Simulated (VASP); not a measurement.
# Si4IrPt (P6/mmm) in VASP: notebook, part 2 of 2

VASP 6.6.1. Earlier steps stand in the parts before.

**3. Single point, PBE**

This run uses another cell than the first one, of 27.28 Å³/atom, 1.067 times its volume.

Contents of INCAR:

```
SYSTEM = Si4IrPt
ALGO = Normal
EDIFF = 1E-6
ENCUT = 520
GGA = PE
ISIF = 2
ISMEAR = 0
LASPH = .TRUE.
LCHARG = .FALSE.
LREAL = .FALSE.
LWAVE = .FALSE.
NBANDS = 26
NELM = 80
PREC = Accurate
SIGMA = 0.1
```

Contents of KPOINTS:

```
k-points
0
G
  6 6 2
  0 0 0
```

Contents of POSCAR:

```
Si4IrPt
1.0
    4.6485783900      0.0000000000      0.0000000000
   -2.3242891900      4.0257869700      0.0000000000
    0.0000000000      0.0000000000      8.7459441700
Si Ir Pt
4 1 1
Direct
    0.0000000000      0.0000000000      0.7947727200
    0.0000000000      0.0000000000      0.2052272800
    0.3333333300      0.6666666700      0.5000000000
    0.6666666700      0.3333333300      0.5000000000
    0.0000000000      0.0000000000      0.5000000000
    0.0000000000      0.0000000000      0.0000000000
```

Potentials or basis: VASP PAW PBE potentials, release 64 (Si, Ir, Pt).

Launch:

```bash
cat potpaw_PBE.64/Si/POTCAR potpaw_PBE.64/Ir/POTCAR potpaw_PBE.64/Pt/POTCAR > POTCAR
mpirun -np 1 vasp_std > vasp.out
```

OUTCAR:

```text
SYSTEM = Si4IrPt
   EDIFF = 1E-6
   ENCUT = 520
   GGA = PE
   ISIF = 2
   ISMEAR = 0
   LASPH = .TRUE.
   LREAL = .FALSE.
   NELM = 80
   PREC = Accurate

 ion  position               nearest neighbor table
   1  0.000  0.000  0.795-   6 1.79   5 2.58
   2  0.000  0.000  0.205-   6 1.79   5 2.58
   3  0.333  0.667  0.500-   4 2.68   5 2.68   4 2.68   5 2.68   5 2.68   4 2.68
   4  0.667  0.333  0.500-   3 2.68   5 2.68   3 2.68   5 2.68   5 2.68   3 2.68
   5  0.000  0.000  0.500-   1 2.58   2 2.58   3 2.68   4 2.68   3 2.68   4 2.68   4 2.68   3 2.68

   6  0.000  0.000  0.000-   1 1.79   2 1.79

  LATTYP: Found a hexagonal cell.
 ALAT       =     4.6485783900
 C/A-ratio  =     1.8814234022

  Lattice vectors:

 A1 = (   4.6485783900,   0.0000000000,   0.0000000000)
 A2 = (  -2.3242891900,   4.0257869700,   0.0000000000)
 A3 = (   0.0000000000,   0.0000000000,   8.7459441700)

Analysis of symmetry for initial positions (statically):
=====================================================================
 Subroutine PRICEL returns:
 Original cell was already a primitive cell.

 Routine SETGRP: Setting up the symmetry group for a
 hexagonal supercell.

 Subroutine GETGRP returns: Found 24 space group operations
 (whereof 24 operations were pure point group operations)
 out of a pool of 24 trial point group operations.

The static configuration has the point symmetry D_6h.

Analysis of symmetry for dynamics (positions and initial velocities):
=====================================================================
 Subroutine PRICEL returns:
 Original cell was already a primitive cell.

 Routine SETGRP: Setting up the symmetry group for a
 hexagonal supercell.

[... 117 lines left out ...]
   EFERMI_NEDOS =   21; number of points for ismear=-14 and -15
   IALGO  =     38    algorithm
   IMIX   =      4    mixing-type and parameters
     AMIX     =   0.40;   BMIX     =  1.00
     AMIX_MAG =   1.60;   BMIX_MAG =  1.00
  volume/ion in A,a.u.               =      27.28       184.09
  Fermi-wavevector in a.u.,A,eV,Ry     =   0.978975  1.849995 13.039717  0.958392
  Thomas-Fermi vector in A             =   2.109792
   LORBIT       =      0    0 simple, 1 ext, 2 COOP (PROOUT), +10 PAW based schemes
   GGA     = PE    functional components
   LHFCALC =     F    Hartree Fock is set to
   AEXX    =    0.0000 exact exchange contribution
   IVDW    =     0    specifies the selected vdW correction
   LEPSILON=     F    determine dielectric tensor
   LRPA    =     F    only Hartree local field effects (RPA)
 non-spin polarized calculation
 Gauss-broadening in eV      SIGMA  =   0.10
  energy-cutoff  :      520.00
  volume of cell :      163.67
 maximum number of plane-waves:      4431
 NGX is ok and might be reduce to    36
   NGX = 17   NGY = 17   NGZ = 33

 number of electron      35.0000001 magnetization

 Free energy of the ion-electron system (eV)
  ---------------------------------------------------
  ext. energy  EPLUGINS =         0.00000000
  ---------------------------------------------------
  free energy    TOTEN  =       -26.06104994 eV

  energy without entropy =      -26.03832488  energy(sigma->0) =      -26.04968741

 E-fermi :   3.2879     XC(G=0):  -8.5313

 val. band max:        3.2859685580   @ k =   0.3333   0.1667   0.0000
 cond. band min:       3.3223191589   @ k =   0.5000   0.0000   0.0000
 fundamental gap:      0.0363506010
 Fermi energy:         3.2878788250

 k-point     1 :       0.0000    0.0000    0.0000
  band No.  band energies     occupation
      1      -7.8089      2.00000
      2      -6.7974      2.00000
      3      -3.7164      2.00000
      4      -2.2648      2.00000
      5      -2.2648      2.00000
      6      -2.2610      2.00000
[... 395 lines left out ...]
     25       6.4484      0.00000
     26       9.2942      0.00000

------------------------ aborting loop because EDIFF is reached ----------------------------------------

  FORCE on cell =-STRESS in cart. coord.  units (eV):
  Direction    XX          YY          ZZ          XY          YZ          ZX
  --------------------------------------------------------------------------------------
  -------------------------------------------------------------------------------------
  Total       -9.0179567     -9.0179567     57.1585025     -0.0000000     -0.0000000      0.0000000
  in kB      -88.2756819    -88.2756816    559.5176297     -0.0000001     -0.0000000      0.0000000
  external PRESSURE =     127.6554221 kB  Pullay stress =       0.0000000 kB

 VOLUME and BASIS-vectors are now :
 -----------------------------------------------------------------------------
  energy-cutoff  :      520.00
  volume of cell :      163.67
      direct lattice vectors                 reciprocal lattice vectors
     4.648578390  0.000000000  0.000000000     0.215119530  0.124199319  0.000000000
    -2.324289190  4.025786970  0.000000000     0.000000000  0.248398638  0.000000000
     0.000000000  0.000000000  8.745944170     0.000000000  0.000000000  0.114338713

 POSITION                                       TOTAL-FORCE (eV/Angst)
 -----------------------------------------------------------------------------------
      0.00000      0.00000      6.95104        -0.000000      0.000000    -19.282463
      0.00000      0.00000      1.79491        -0.000000     -0.000000     19.282463
     -0.00000      2.68386      4.37297         0.000000      0.000000     -0.000000
      2.32429      1.34193      4.37297        -0.000000      0.000000      0.000000
      0.00000      0.00000      4.37297        -0.000000      0.000000     -0.000000
      0.00000      0.00000      0.00000        -0.000000      0.000000     -0.000000
 -----------------------------------------------------------------------------------
    total drift:                               -0.000000      0.000000      0.000000

  FREE ENERGIE OF THE ION-ELECTRON SYSTEM (eV)
  ---------------------------------------------------
  free  energy   TOTEN  =       -26.0610499423 eV

  energy  without entropy=      -26.0383248802  energy(sigma->0) =      -26.04968741
```

stdout:

```text
POSCAR found type information on POSCAR SiIrPt
 POSCAR found :  3 types and       6 ions
 scaLAPACK will be used
 LDA part: xc-table for (Slater+PW92), standard interpolation
 POSCAR, INCAR and KPOINTS ok, starting setup
 FFT: planning ... GRIDC
 FFT: planning ... GRID_SOFT
 FFT: planning ... GRID
 WAVECAR not read
 entering main loop
```

Wall time 36 s (1 thread of Intel Xeon 6975P-C (Granite Rapids), shared host); peak memory 0.31 GiB.

What came out:

| Item | Value |
| --- | --- |
| Free energy | -26.0610 eV |
| Pressure | 12.8 GPa |
| Largest force | 19.282 eV/Å |

Forces on the atoms (eV/Å):
```
Si    0.000   0.000 -19.282
Si    0.000   0.000  19.282
Si    0.000   0.000   0.000
Si    0.000   0.000   0.000
Ir    0.000   0.000   0.000
Pt    0.000   0.000   0.000
```

Stress tensor (GPa, compression positive):
```
-8.83  0.00  0.00
 0.00 -8.83  0.00
 0.00  0.00 55.95
```

Levels at points of the mesh, in eV from the Fermi level:
| k point | band 14 | band 15 | band 16 | band 17 | band 18 | band 19 | band 20 | band 21 |
| --- | --- | --- | --- | --- | --- | --- | --- | --- |
| (0.00, 0.00, 0.00) | -2.21 | -1.93 | -0.58 | -0.58 | 1.10 | 1.40 | 1.40 | 1.81 |
| (0.50, 0.00, 0.00) | -2.09 | -2.02 | -1.19 | -0.23 | 0.03 | 0.29 | 0.43 | 1.45 |
| (0.00, 0.00, 0.50) | -2.21 | -2.21 | -0.18 | -0.18 | 0.22 | 0.91 | 0.91 | 1.81 |
| (0.50, 0.00, 0.50) | -2.30 | -2.02 | -1.48 | -0.81 | 0.08 | 0.51 | 0.76 | 1.20 |

Caveat: spin-orbit coupling is left out, which moves the levels of the heavy elements; forces of over 1 eV/Å act on the atoms, so gaps and moduli don't describe the material at rest.
